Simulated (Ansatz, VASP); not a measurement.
## One calculation of V, two programs

```
V
1.0
    -1.49918    1.49918    1.49918
     1.49918   -1.49918    1.49918
     1.49918    1.49918   -1.49918
V
1
Direct
  0.00000 0.00000 0.00000
```

Alike in both runs: task single point; functional PBE; k mesh 15 × 15 × 15; occupations methfessel-paxton of order 1, width 0.2 eV; no spin polarisation.

|  | VASP | Ansatz |
| --- | --- | --- |
| version | VASP 6.6.1 | Ansatz 0.2.0 |
| potentials or method | VASP PAW PBE potentials, release 64 (V_sv), cutoff 520 eV | plane waves (420 eV) with PAW, scalar-relativistic |
| valence electrons in the cell | 13 | 13 |

|  | VASP | Ansatz | Ansatz less VASP |
| --- | --- | --- | --- |
| pressure (GPa) | -0.3 | -0.5 | -0.23 |
